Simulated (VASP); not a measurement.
Runs of VASP 6.6.1 on ZrPbO4. The structure is that of space group P6/mmm (No. 191), or close to it. The cells are those of the table. 

| cell | k mesh | gap on the mesh (eV) | pressure (GPa) | largest force (eV/Å) |
| --- | --- | --- | --- | --- |
| a = 3.661, b = 3.661, c = 6.256 Å, angles 90.0, 90.0, 120.0°, 6 atoms | 12 × 12 × 6 | none | 0.0 | 0.01 |
| a = 3.742, b = 3.742, c = 8.361 Å, angles 90.0, 90.0, 120.0°, 6 atoms | 6 × 6 × 2 | none | (a) | 0.29 |
| a = 3.662, b = 3.662, c = 6.256 Å, angles 90.0, 90.0, 120.0°, 6 atoms | 6 × 6 × 4 | none | -0.1 | 0.01 |
| a = 3.660, b = 3.660, c = 6.267 Å, angles 90.0, 90.0, 120.0°, 6 atoms | 6 × 6 × 2 | none | 0.0 | 0.01 |

Alike in all rows: task single point; level PBE; potentials or basis VASP PAW PBE potentials, release 64 (Zr_sv, Pb_d, O); no spin polarisation; cutoff (eV) 520; smearing gaussian 0.1 eV.

Problem. Fill in the values left out.

Solution. (a) -9.4.

Caveats: some runs use coarse meshes; spin-orbit coupling is left out, which moves the levels of the heavy elements.

A k mesh can miss the band edges, and the runs leave out spin-orbit coupling on Pb, Zr.

A gap of «none» marks levels without a gap at the run's occupations.
